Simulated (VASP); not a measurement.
# MgSnO2 (P4mm) in VASP: relaxation of cell and atoms with PBE

Aim: the relaxation of cell and atoms of MgSnO2 with PBE.

Everything below comes from runs of VASP 6.6.1. Logs are shortened: lines on timing, memory, paths and dates and some standing lists are left out, and cuts for length are marked.

**1. The cell of the first run**

Symmetry: P4mm, No. 99, tetragonal system. Conventional cell: a = 3.900 Å, b = 3.900 Å, c = 5.276 Å, α = 90.00°, β = 90.00°, γ = 90.00°. Mg (site symmetry 4mm) has 4 O at 2.01 Å within 2.7 Å. Within 3.0 Å of Sn (site symmetry 4mm) lie 4 O at 2.24 Å. O (site symmetry 2mm) has 2 Mg at 2.01 Å and 2 Sn at 2.24 Å and 4 O at 2.76 Å within 2.8 Å.

**2. Relaxation of cell and atoms, PBE**

Contents of INCAR:

```
SYSTEM = MgSnO2
ALGO = Normal
EDIFF = 1E-7
EDIFFG = -0.01
ENCUT = 600
GGA = PE
IBRION = 2
ISIF = 3
ISMEAR = 0
LASPH = .TRUE.
LCHARG = .FALSE.
LREAL = .FALSE.
LWAVE = .FALSE.
NELM = 60
NSW = 100
PREC = Accurate
SIGMA = 0.02
```

Contents of KPOINTS:

```
k-points
0
G
  8 8 6
  0 0 0
```

Contents of POSCAR:

```
MgSnO2
1.0
    3.9001190015      0.0000000000      0.0000000000
    0.0000000000      3.9001190015      0.0000000000
    0.0000000000      0.0000000000      5.2764867646
Mg Sn O
1 1 2
Direct
    0.5000000000      0.5000000000      0.9009202067
    0.0000000000      0.0000000000      0.1980195197
    0.0000000000      0.5000000000      0.9905301368
    0.5000000000      0.0000000000      0.9905301368
```

Potentials or basis: VASP PAW PBE potentials, release 64 (Mg, Sn_d, O).

The run is started by

```console
cat potpaw_PBE.64/Mg/POTCAR potpaw_PBE.64/Sn_d/POTCAR potpaw_PBE.64/O/POTCAR > POTCAR
mpirun -np 1 vasp_std > vasp.out
```

OUTCAR:

```text
SYSTEM = MgSnO2
   EDIFF = 1E-7
   EDIFFG = -0.01
   ENCUT = 600
   GGA = PE
   IBRION = 2
   ISIF = 3
   ISMEAR = 0
   LASPH = .TRUE.
   LREAL = .FALSE.
   NELM = 60
   NSW = 100
   PREC = Accurate

 ion  position               nearest neighbor table
   1  0.500  0.500  0.901-   3 2.01   4 2.01   4 2.01   3 2.01   2 3.17   2 3.17   2 3.17   2 3.17

   2  0.000  0.000  0.198-   3 2.24   4 2.24   3 2.24   4 2.24   1 3.17   1 3.17   1 3.17   1 3.17

   3  0.000  0.500  0.991-   1 2.01   1 2.01   2 2.24   2 2.24
   4  0.500  0.000  0.991-   1 2.01   1 2.01   2 2.24   2 2.24

  LATTYP: Found a simple tetragonal cell.
 ALAT       =     3.9001190015
 C/A-ratio  =     1.3529040428

  Lattice vectors:

 A1 = (   3.9001190015,   0.0000000000,   0.0000000000)
 A2 = (   0.0000000000,   3.9001190015,   0.0000000000)
 A3 = (   0.0000000000,   0.0000000000,   5.2764867646)

Analysis of symmetry for initial positions (statically):
=====================================================================
 Subroutine PRICEL returns:
 Original cell was already a primitive cell.

 Routine SETGRP: Setting up the symmetry group for a
 simple tetragonal supercell.

 Subroutine GETGRP returns: Found  8 space group operations
 (whereof  8 operations were pure point group operations)
 out of a pool of 16 trial point group operations.

The static configuration has the point symmetry C_4v.

Analysis of symmetry for dynamics (positions and initial velocities):
=====================================================================
 Subroutine PRICEL returns:
 Original cell was already a primitive cell.

 Routine SETGRP: Setting up the symmetry group for a
 simple tetragonal supercell.

 Subroutine GETGRP returns: Found  8 space group operations
 (whereof  8 operations were pure point group operations)
 out of a pool of 16 trial point group operations.

The dynamic configuration has the point symmetry C_4v.

 Subroutine INISYM returns: Found  8 space group operations
 (whereof  8 operations are pure point group operations),
 and found     1 'primitive' translations

----------------------------------------------------------------------------------------

                                     Primitive cell

  volume of cell :      80.2603

  direct lattice vectors                    reciprocal lattice vectors
     3.900119001  0.000000000  0.000000000     0.256402433  0.000000000  0.000000000
     0.000000000  3.900119001  0.000000000     0.000000000  0.256402433  0.000000000
     0.000000000  0.000000000  5.276486765     0.000000000  0.000000000  0.189520043

  length of vectors
     3.900119001  3.900119001  5.276486765     0.256402433  0.256402433  0.189520043

  position of ions in fractional coordinates (direct lattice)
     0.500000000  0.500000000  0.900920207
     0.000000000  0.000000000  0.198019520
     0.000000000  0.500000000  0.990530137
     0.500000000  0.000000000  0.990530137

  ion indices of the primitive-cell ions
   primitive index   ion index
                 1           1
                 2           2
                 3           3
                 4           4

----------------------------------------------------------------------------------------

 KPOINTS: k-points

Automatic generation of k-mesh.
 Grid dimensions read from file:
 generate k-points for:    8    8    6

 Generating k-lattice:

  Cartesian coordinates                     Fractional coordinates (reciprocal lattice)
     0.032050304  0.000000000  0.000000000     0.125000000  0.000000000  0.000000000
     0.000000000  0.032050304  0.000000000     0.000000000  0.125000000  0.000000000
     0.000000000  0.000000000  0.031586674     0.000000000  0.000000000  0.166666667

  Length of vectors
     0.032050304  0.032050304  0.031586674

  Shift w.r.t. Gamma in fractional coordinates (k-lattice)
     0.000000000  0.000000000  0.000000000

 Subroutine IBZKPT returns following result:
 ===========================================

 Found     60 irreducible k-points:

 Following reciprocal coordinates:
            Coordinates               Weight
  0.000000  0.000000  0.000000      1.000000
  0.125000  0.000000  0.000000      4.000000
  0.250000  0.000000  0.000000      4.000000
  0.375000  0.000000  0.000000      4.000000
  0.500000  0.000000  0.000000      2.000000
  0.125000  0.125000  0.000000      4.000000
[... 16 lines left out ...]
  0.375000  0.125000  0.166667     16.000000
  0.500000  0.125000  0.166667      8.000000
 [... further k-points ...]
   k-points           NKPTS =     60   k-points in BZ     NKDIM =     60   number of bands    NBANDS=     18
   number of dos      NEDOS =    301   number of ions     NIONS =      4
   total plane-waves  NPLWV =  43008
   dimension x,y,z NGX =    32 NGY =   32 NGZ =   42
   dimension x,y,z NGXF=    64 NGYF=   64 NGZF=   84
   ions per type =               1   1   2
   NGX,Y,Z   is equivalent  to a cutoff of  13.64, 13.64, 13.23 a.u.
   NGXF,Y,Z  is equivalent  to a cutoff of  27.28, 27.28, 26.47 a.u.
 SYSTEM =  MgSnO2
   PREC   = accura    normal or accurate (medium, high low for compatibility)
   ISTART =      0    job   : 0-new  1-cont  2-samecut
   ICHARG =      2    charge: 1-file 2-atom 10-const
   ISPIN  =      1    spin polarized calculation?
   LNONCOLLINEAR =      F non collinear calculations
   LSORBIT =      F    spin-orbit coupling
   LASPH  =      T    aspherical Exc in radial PAW
   ENCUT  =  600.0 eV  44.10 Ry    6.64 a.u.   7.79  7.79 10.54*2*pi/ulx,y,z
   NELM   =     60;   NELMIN=  2; NELMDL= -5     # of ELM steps
   EDIFF  = 0.1E-06   stopping-criterion for ELM
   LREAL  =      F    real-space projection
   EDIFFG = -.1E-01   stopping-criterion for IOM
   NSW    =    100    number of steps for IOM
   IBRION =      2    ionic relax: 0-MD 1-quasi-New 2-CG
   NFREE  =      1    steps in history (QN), initial steepest desc. (CG)
   ISIF   =      3    stress and relaxation
   ISYM   =      2    0-nonsym 1-usesym 2-fastsym
   POTIM  = 0.5000    time-step for ionic-motion
   TEBEG  =    0.0;   TEEND  =   0.0 temperature during run
   PSTRESS=    0.0 pullay stress
   NELECT =      28.0000    total number of electrons
   NUPDOWN=      -1.0000    fix difference up-down
   EMIN   =  10.00;   EMAX   =-10.00  energy-range for DOS
   EFERMI =   0.00;   METHOD = LEGACY
   ISMEAR =     0;   SIGMA  =   0.02  broadening in eV -4-tet -1-fermi 0-gaus
   EFERMI_NEDOS =   21; number of points for ismear=-14 and -15
   IALGO  =     38    algorithm
   IMIX   =      4    mixing-type and parameters
     AMIX     =   0.40;   BMIX     =  1.00
     AMIX_MAG =   1.60;   BMIX_MAG =  1.00
  volume/ion in A,a.u.               =      20.07       135.41
  Fermi-wavevector in a.u.,A,eV,Ry     =   1.152464  2.177841 18.070890  1.328173
  Thomas-Fermi vector in A             =   2.289115
   LORBIT       =      0    0 simple, 1 ext, 2 COOP (PROOUT), +10 PAW based schemes
   GGA     = PE    functional components
   LHFCALC =     F    Hartree Fock is set to
   AEXX    =    0.0000 exact exchange contribution
   IVDW    =     0    specifies the selected vdW correction
   LEPSILON=     F    determine dielectric tensor
   LRPA    =     F    only Hartree local field effects (RPA)
 conjugate gradient relaxation of ions
 non-spin polarized calculation
 Gauss-broadening in eV      SIGMA  =   0.02
  energy-cutoff  :      600.00
  volume of cell :       80.26
 maximum number of plane-waves:      2697
 NGX is ok and might be reduce to    32
   NGX = 15   NGY = 15   NGZ = 21

--------------------------------------- Ionic step        1  -------------------------------------------

 number of electron      27.9999988 magnetization

 Free energy of the ion-electron system (eV)
  ---------------------------------------------------
  ext. energy  EPLUGINS =         0.00000000
  ---------------------------------------------------
  free energy    TOTEN  =       -22.34579045 eV

  energy without entropy =      -22.34579045  energy(sigma->0) =      -22.34579045

------------------------ aborting loop because EDIFF is reached ----------------------------------------

  FORCE on cell =-STRESS in cart. coord.  units (eV):
  Direction    XX          YY          ZZ          XY          YZ          ZX
  --------------------------------------------------------------------------------------
  -------------------------------------------------------------------------------------
  Total       -0.0699402     -0.0699402     -0.0192091      0.0000000      0.0000000      0.0000000
  in kB       -1.3961654     -1.3961654     -0.3834579      0.0000000      0.0000000      0.0000000
  external PRESSURE =      -1.0585962 kB  Pullay stress =       0.0000000 kB
[... 95 lines left out ...]
  FREE ENERGIE OF THE ION-ELECTRON SYSTEM (eV)
  ---------------------------------------------------
  free  energy   TOTEN  =       -22.3461229946 eV

  energy  without entropy=      -22.3461229946  energy(sigma->0) =      -22.34612299

[... ionic steps 4 to 13 ...]

--------------------------------------- Ionic step       14  -------------------------------------------

 number of electron      27.9999985 magnetization

------------------------ aborting loop because EDIFF is reached ----------------------------------------

  FORCE on cell =-STRESS in cart. coord.  units (eV):
  Direction    XX          YY          ZZ          XY          YZ          ZX
  --------------------------------------------------------------------------------------
  -------------------------------------------------------------------------------------
  Total        0.0646189      0.0646189      0.0216129      0.0000000      0.0000000      0.0000000
  in kB        1.3080590      1.3080590      0.4375032      0.0000000      0.0000000      0.0000000
  external PRESSURE =       1.0178737 kB  Pullay stress =       0.0000000 kB
[... 61 lines left out ...]
  energy  without entropy=      -22.3466217499  energy(sigma->0) =      -22.34662175

--------------------------------------- Ionic step       16  -------------------------------------------

 number of electron      27.9999984 magnetization

 Free energy of the ion-electron system (eV)
  ---------------------------------------------------
  ext. energy  EPLUGINS =         0.00000000
  ---------------------------------------------------
  free energy    TOTEN  =       -22.34668393 eV

  energy without entropy =      -22.34668393  energy(sigma->0) =      -22.34668393

 E-fermi :   2.5229     XC(G=0):  -8.3660

 val. band max:        2.3712781732   @ k =   0.5000   0.0000   0.5000
 cond. band min:       4.0572931940   @ k =   0.0000   0.0000   0.5000
 fundamental gap:      1.6860150208
 Fermi energy:         2.5228893992

 k-point     1 :       0.0000    0.0000    0.0000
  band No.  band energies     occupation
      1     -18.0959      2.00000
      2     -17.8363      2.00000
      3     -17.8363      2.00000
      4     -17.8326      2.00000
      5     -17.8293      2.00000
      6     -15.7534      2.00000
[... 10 lines left out ...]
     17       8.8165      0.00000
     18       8.8165      0.00000
[... 466 lines left out ...]
      2     -17.9917      2.00000
      3     -17.8489      2.00000
      4     -17.8386      2.00000
      5     -17.7874      2.00000
      6     -14.7688      2.00000
[... 10 lines left out ...]
     17       8.4987      0.00000
     18       8.8155      0.00000

 [... further k-points ...]

------------------------ aborting loop because EDIFF is reached ----------------------------------------

  FORCE on cell =-STRESS in cart. coord.  units (eV):
  Direction    XX          YY          ZZ          XY          YZ          ZX
  --------------------------------------------------------------------------------------
  -------------------------------------------------------------------------------------
  Total        0.0162285      0.0162285     -0.0155273      0.0000000      0.0000000      0.0000000
  in kB        0.3291061      0.3291061     -0.3148875      0.0000000      0.0000000      0.0000000
  external PRESSURE =       0.1144416 kB  Pullay stress =       0.0000000 kB
[... 19 lines left out ...]
  FREE ENERGIE OF THE ION-ELECTRON SYSTEM (eV)
  ---------------------------------------------------
  free  energy   TOTEN  =       -22.3466839342 eV

  energy  without entropy=      -22.3466839342  energy(sigma->0) =      -22.34668393

 reached required accuracy - stopping structural energy minimisation
```

Wall time 20 min (1 thread of Oxide Virtual Turin-like, shared host); peak memory 0.26 GiB.

What came out:

* Free energy: -22.3467 eV
* Relaxed volume: 19.75 Å³/atom
* Relaxed cell: a = 3.896 Å, b = 3.896 Å, c = 5.206 Å, α = 90.00°, β = 90.00°, γ = 90.00°
* Space group after relaxing (to 0.1 Å): P4mm (No. 99)
* Energy gained by relaxing: 0.2 meV/atom
* Ionic steps: 16
* Pressure after relaxing: 0.0 GPa
* Largest force after relaxing: 0.007 eV/Å
* Band gap on the k mesh: 1.69 eV (least direct gap 2.29 eV)

Forces in eV/Å, atoms in the order of the input:
```
Mg   0.000  0.000  0.001
Sn   0.000  0.000  0.007
O    0.000  0.000 -0.004
O    0.000  0.000 -0.004
```

Step by step:
| step | energy change (eV) | largest force (eV/Å) | pressure (GPa) | volume (Å³) |
| --- | --- | --- | --- | --- |
| 1 | 0.0000 | 0.0606 | -0.11 | 80.26 |
| 2 | -0.0003 | 0.0191 | -0.02 | 80.11 |
| 3 | -0.0003 | 0.0098 | 0.01 | 80.07 |
| 4 | -0.0004 | 0.0017 | -0.05 | 80.06 |
| 5 | -0.0004 | 0.0191 | -0.12 | 80.05 |
| 6 | -0.0004 | 0.0178 | -0.11 | 80.03 |
| 7 | -0.0005 | 0.0139 | -0.11 | 79.96 |
| 8 | -0.0005 | 0.0124 | -0.08 | 79.83 |
| 9 | -0.0006 | 0.0287 | -0.04 | 79.55 |
| 10 | -0.0006 | 0.0283 | -0.02 | 79.49 |
| 11 | -0.0007 | 0.0274 | 0.05 | 79.31 |
| 12 | -0.0007 | 0.0518 | 0.20 | 78.95 |
| 13 | -0.0008 | 0.0367 | 0.11 | 79.16 |
| 14 | -0.0008 | 0.0335 | 0.10 | 79.15 |
| 15 | -0.0008 | 0.0245 | 0.07 | 79.10 |
| 16 | -0.0009 | 0.0067 | 0.01 | 79.00 |

Final structure:
```
Mg Sn O
1.0
     3.89572    0.00000    0.00000
     0.00000    3.89572    0.00000
     0.00000    0.00000    5.20567
Mg Sn O
1 1 2
Direct
  0.50000 0.50000 0.89924
  0.00000 0.00000 0.20105
  0.00000 0.50000 0.98986
  0.50000 0.00000 0.98986
```

Caveat: spin-orbit coupling is left out, which moves the levels of the heavy elements. A k mesh can miss the band edges.
